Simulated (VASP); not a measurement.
A run of VASP 6.6.1:

The input INCAR:

```
PREC     = Accurate       # precision mode
ENCUT    = 520            # plane-wave cutoff, eV
EDIFF    = 1E-6           # SCF threshold, eV
ISMEAR   = -1             # smearing method
SIGMA    = 0.05           # smearing width, eV
LREAL    = F              # projectors in reciprocal space
LASPH    = T              # aspherical terms in the spheres
NELM     = 60             # most SCF steps
ALGO     = Normal         # electronic algorithm
ISIF     = 2              # what is computed and relaxed
LWAVE    = F              # write WAVECAR
LCHARG   = F              # write CHGCAR
GGA      = PE             # functional
NBANDS   = 10             # bands
```

KPOINTS

```
regular mesh
0
Gamma
  15 15 15
```

File POSCAR:

```
Cl
1.0
    0.0000000000      2.1975866479      2.1975866479
    2.1975866479      0.0000000000      2.1975866479
    2.1975866479      2.1975866479      0.0000000000
Cl
1
Direct
    0.0000000000      0.0000000000      0.0000000000
```

Potentials or basis: VASP PAW PBE potentials, release 64 (Cl).

The run is started by

```sh
$ cat potpaw_PBE.64/Cl/POTCAR > POTCAR
$ mpirun -np 1 vasp_std > vasp.out
```

Hardware: 1 thread of AMD EPYC 7571, on a shared host.

Task: Estimate the wall time of this run.

Result: Wall time 30 s on 1 thread of AMD EPYC 7571, with other jobs on the host, peak memory 0.11 GiB. Counts: scf iterations 9, k points 120.
